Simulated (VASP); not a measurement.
TiO2:

```xyz
6
Lattice="4.5922 0.0000 0.0000 0.0000 4.5922 0.0000 0.0000 0.0000 2.9574" Properties=species:S:1:pos:R:3 pbc="T T T"
Ti    0.0000    0.0000    0.0000
Ti    2.2961    2.2961    1.4787
O     1.4004    1.4004    0.0000
O     0.8957    3.6965    1.4787
O     3.1918    3.1918    0.0000
O     3.6965    0.8957    1.4787
```

```yaml
Program: VASP 6.6.1
Task: relaxation of cell and atoms
Functional: LDA
Potentials_or_basis: VASP PAW LDA potentials, release 64 (Ti_sv, O)
Cutoff: 600 eV
k_mesh: 6 × 6 × 10
Occupations: gaussian, width 0.02 eV
Spin: no spin polarisation
```

At the start: pressure -7.1 GPa; volume 10.39 Å³/atom.

Q: Where does the relaxation end?

A: Over 10 steps the energy falls by 7.1 meV/atom and the volume is 10.09 Å³/atom (-2.9 %); space group P4_2/mnm (No. 136, to 0.1 Å) before and after.

Step by step:
```tsv
step	energy change (eV)	largest force (eV/Å)	pressure (GPa)	volume (Å³)
1	0.0000	0.0015	-7.06	62.37
2	0.0417	0.3951	11.32	58.32
3	-0.0402	0.1495	-0.08	60.66
4	-0.0402	0.1527	0.01	60.62
5	-0.0424	0.0155	0.03	60.53
6	-0.0424	0.0011	0.07	60.52
7	-0.0424	0.0022	0.09	60.52
8	-0.0424	0.0021	-0.09	60.57
9	-0.0424	0.0002	-0.04	60.54
10	-0.0424	0.0009	0.03	60.54
```

Final structure:
```
Ti O
1.0
     4.55194    0.00000    0.00000
     0.00000    4.55194    0.00000
     0.00000    0.00000    2.92172
Ti O
2 4
Direct
  0.00000 0.00000 0.00000
  0.50000 0.50000 0.50000
  0.30385 0.30385 0.00000
  0.19615 0.80385 0.50000
  0.69615 0.69615 0.00000
  0.80385 0.19615 0.50000
```
